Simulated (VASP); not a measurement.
# PbS (P1) in VASP: single point with PBE

Aim: the single point of PbS with PBE.

Everything below comes from runs of VASP 6.6.1. Logs are shortened: lines on timing, memory, paths and dates and some standing lists are left out, and cuts for length are marked.

### 1 The cell of the first run

The typed cell holds 8 atoms: a = 5.927 Å, b = 6.750 Å, c = 6.223 Å, α = 73.04°, β = 88.94°, γ = 103.99°.

### 2 Single point, PBE

Input file INCAR:

```
SYSTEM = PbS
PREC = Accurate
ENCUT = 520
EDIFF = 1E-6
ISMEAR = 0
SIGMA = 0.1
LREAL = .False.
LASPH = .True.
NELM = 100
ALGO = Normal
ISIF = 2
LWAVE = .False.
LCHARG = .False.
GGA = PE
NBANDS = 50
```

Input file KPOINTS:

```
regular mesh
0
Gamma
  4 2 2
  0 0 0
```

Input file POSCAR:

```
PbS
1.0
   -2.8347301487      5.1551570903     -0.7215021303
    1.0776575198     -0.3519601933      6.6536529229
    5.2281363148      3.1693721740      1.1619158354
Pb S
4 4
Direct
    0.4293028293      0.2629302137      0.2916991165
    0.9295983082      0.2631557973      0.7915679482
    0.0703311102      0.7369387006      0.2083413409
    0.5706764214      0.7369916010      0.7083814347
   -0.0517068797      0.3108282041      0.3149792720
    0.4469804426      0.3108496420      0.8150307498
    0.5530228770      0.6890378012      0.1851272649
    1.0517948909      0.6892680404      0.6848728730
```

Potentials or basis: VASP PAW PBE potentials, release 64 (Pb_d, S).

Run with:

```console
cat potpaw_PBE.64/Pb_d/POTCAR potpaw_PBE.64/S/POTCAR > POTCAR
mpirun -np 1 vasp_std > vasp.out
```

OUTCAR:

```text
SYSTEM = PbS
   PREC = Accurate
   ENCUT = 520
   EDIFF = 1E-6
   ISMEAR = 0
   LREAL = .False.
   LASPH = .True.
   NELM = 100
   ISIF = 2
   GGA = PE

 ion  position               nearest neighbor table
   1  0.429  0.263  0.292-   7 2.66   6 2.89   5 2.95   5 3.03   6 3.37   3 3.86   4 3.99   4 4.02

   2  0.930  0.263  0.792-   8 2.66   5 2.89   6 2.96   6 3.02   5 3.37   4 3.86   3 3.99   3 4.02

   3  0.070  0.737  0.208-   5 2.66   8 2.89   7 2.96   7 3.02   8 3.37   1 3.86   2 3.99   2 4.02

   4  0.571  0.737  0.708-   6 2.66   7 2.89   8 2.95   8 3.02   7 3.37   2 3.86   1 3.99   1 4.02

   5  0.948  0.311  0.315-   3 2.66   2 2.89   1 2.95   1 3.03   2 3.37
   6  0.447  0.311  0.815-   4 2.66   1 2.89   2 2.96   2 3.02   1 3.37
   7  0.553  0.689  0.185-   1 2.66   4 2.89   3 2.96   3 3.02   4 3.37
   8  0.052  0.689  0.685-   2 2.66   3 2.89   4 2.95   4 3.02   3 3.37

  LATTYP: Found a triclinic cell.
 ALAT       =     7.8325230725
 B/A-ratio  =     0.7567443146
 C/A-ratio  =     0.7945348842
 COS(alpha) =     0.0184331422
 COS(beta)  =     0.2652574081
 COS(gamma) =     0.5484537535

  Lattice vectors:

 A1 = (   1.7570726289,  -4.8031968970,  -5.9321507926)
 A2 = (   2.8347301487,  -5.1551570903,   0.7215021303)
 A3 = (  -5.2281363148,  -3.1693721740,  -1.1619158354)

Analysis of symmetry for initial positions (statically):
=====================================================================
 Subroutine PRICEL returns:
 Original cell was already a primitive cell.

 Routine SETGRP: Setting up the symmetry group for a
 triclinic supercell.

 Subroutine GETGRP returns: Found  1 space group operations
 (whereof  1 operations were pure point group operations)
 out of a pool of  2 trial point group operations.

The static configuration has the point symmetry C_1 .

Analysis of symmetry for dynamics (positions and initial velocities):
=====================================================================
 Subroutine PRICEL returns:
 Original cell was already a primitive cell.

 Routine SETGRP: Setting up the symmetry group for a
 triclinic supercell.

 Subroutine GETGRP returns: Found  1 space group operations
 (whereof  1 operations were pure point group operations)
 out of a pool of  2 trial point group operations.

The dynamic configuration has the point symmetry C_1 .

 Subroutine INISYM returns: Found  1 space group operations
 (whereof  1 operations are pure point group operations),
 and found     1 'primitive' translations
[... 99 lines left out ...]
   NFREE  =      0    steps in history (QN), initial steepest desc. (CG)
   ISIF   =      2    stress and relaxation
   ISYM   =      2    0-nonsym 1-usesym 2-fastsym
   POTIM  = 0.5000    time-step for ionic-motion
   TEBEG  =    0.0;   TEEND  =   0.0 temperature during run
   PSTRESS=    0.0 pullay stress
   NELECT =      80.0000    total number of electrons
   NUPDOWN=      -1.0000    fix difference up-down
   EMIN   =  10.00;   EMAX   =-10.00  energy-range for DOS
   EFERMI =   0.00;   METHOD = LEGACY
   ISMEAR =     0;   SIGMA  =   0.10  broadening in eV -4-tet -1-fermi 0-gaus
   EFERMI_NEDOS =   21; number of points for ismear=-14 and -15
   IALGO  =     38    algorithm
   IMIX   =      4    mixing-type and parameters
     AMIX     =   0.40;   BMIX     =  1.00
     AMIX_MAG =   1.60;   BMIX_MAG =  1.00
  volume/ion in A,a.u.               =      28.75       194.03
  Fermi-wavevector in a.u.,A,eV,Ry     =   1.151287  2.175616 18.033992  1.325461
  Thomas-Fermi vector in A             =   2.287945
   LORBIT       =      0    0 simple, 1 ext, 2 COOP (PROOUT), +10 PAW based schemes
   GGA     = PE    functional components
   LHFCALC =     F    Hartree Fock is set to
   AEXX    =    0.0000 exact exchange contribution
   IVDW    =     0    specifies the selected vdW correction
   LEPSILON=     F    determine dielectric tensor
   LRPA    =     F    only Hartree local field effects (RPA)
 non-spin polarized calculation
 Gauss-broadening in eV      SIGMA  =   0.10
  energy-cutoff  :      520.00
  volume of cell :      230.02
 maximum number of plane-waves:      6230
 NGX is ok and might be reduce to    48
   NGX = 23   NGY = 25   NGZ = 23

 number of electron      79.9999994 magnetization

 Free energy of the ion-electron system (eV)
  ---------------------------------------------------
  ext. energy  EPLUGINS =         0.00000000
  ---------------------------------------------------
  free energy    TOTEN  =       -34.35078526 eV

  energy without entropy =      -34.35078526  energy(sigma->0) =      -34.35078526

 E-fermi :   4.4659     XC(G=0):  -9.1617

 val. band max:        3.9969314005   @ k =   0.0000   0.5000   0.0000
 cond. band min:       5.2425681983   @ k =   0.0000   0.5000   0.0000
 fundamental gap:      1.2456367977
 Fermi energy:         4.4658746231

 k-point     1 :       0.0000    0.0000    0.0000
  band No.  band energies     occupation
      1     -12.1856      2.00000
      2     -12.1708      2.00000
      3     -12.1677      2.00000
      4     -12.1024      2.00000
      5     -12.0982      2.00000
      6     -12.0781      2.00000
[... 625 lines left out ...]
     49       7.6318      0.00000
     50       7.6639      0.00000

------------------------ aborting loop because EDIFF is reached ----------------------------------------

  FORCE on cell =-STRESS in cart. coord.  units (eV):
  Direction    XX          YY          ZZ          XY          YZ          ZX
  --------------------------------------------------------------------------------------
  -------------------------------------------------------------------------------------
  Total        0.0013632      0.1587086      0.1191416     -0.0428356     -0.0255059      0.0508072
  in kB        0.0094951      1.1054700      0.8298695     -0.2983671     -0.1776593      0.3538925
  external PRESSURE =       0.6482782 kB  Pullay stress =       0.0000000 kB

 VOLUME and BASIS-vectors are now :
 -----------------------------------------------------------------------------
  energy-cutoff  :      520.00
  volume of cell :      230.02
      direct lattice vectors                 reciprocal lattice vectors
    -2.834730149  5.155157090 -0.721502130    -0.093456774  0.145788090  0.022848502
     1.077657520 -0.351960193  6.653652923    -0.035982075  0.002079799  0.156231227
     5.228136315  3.169372174  1.161915835     0.148016726  0.078618567 -0.019814789

 POSITION                                       TOTAL-FORCE (eV/Angst)
 -----------------------------------------------------------------------------------
      0.59143      3.04509      1.77863         0.008644      0.010271     -0.005351
      1.78686      7.20838      1.99998         0.009097      0.010032     -0.006136
      1.68403      0.76351      5.09467        -0.009362     -0.009542      0.005513
      2.88003      4.92766      5.31502        -0.008298     -0.010452      0.004812
     -0.70643      5.77749      1.74993         0.005235     -0.004670     -0.008972
      3.32901      4.77798      2.69279         0.003377     -0.004121     -0.007681
      0.14275      3.19514      4.40071        -0.004543      0.003757      0.009240
      4.17658      2.19503      5.34454        -0.004150      0.004725      0.008573
 -----------------------------------------------------------------------------------
    total drift:                               -0.000020      0.000007      0.000031

  FREE ENERGIE OF THE ION-ELECTRON SYSTEM (eV)
  ---------------------------------------------------
  free  energy   TOTEN  =       -34.3507852563 eV

  energy  without entropy=      -34.3507852563  energy(sigma->0) =      -34.35078526
```

Run time: 2.9 min. Hardware: 1 thread of Intel Xeon Platinum 8259CL at 2.50GHz (Skylake/Cascade Lake), shared host; peak memory 0.37 GiB.

Results:

* Free energy: -34.3508 eV
* Pressure: 0.1 GPa
* Largest force: 0.015 eV/Å
* Band gap on the k mesh: 1.25 eV

Forces on the atoms (eV/Å):
```
Pb   0.009  0.010 -0.005
Pb   0.009  0.010 -0.006
Pb  -0.009 -0.010  0.006
Pb  -0.008 -0.010  0.005
S    0.005 -0.005 -0.009
S    0.003 -0.004 -0.008
S   -0.005  0.004  0.009
S   -0.004  0.005  0.009
```

Caveat: the k points lie up to 0.53 Å⁻¹ apart; spin-orbit coupling is left out, which moves the levels of the heavy elements. A k mesh can miss the band edges.
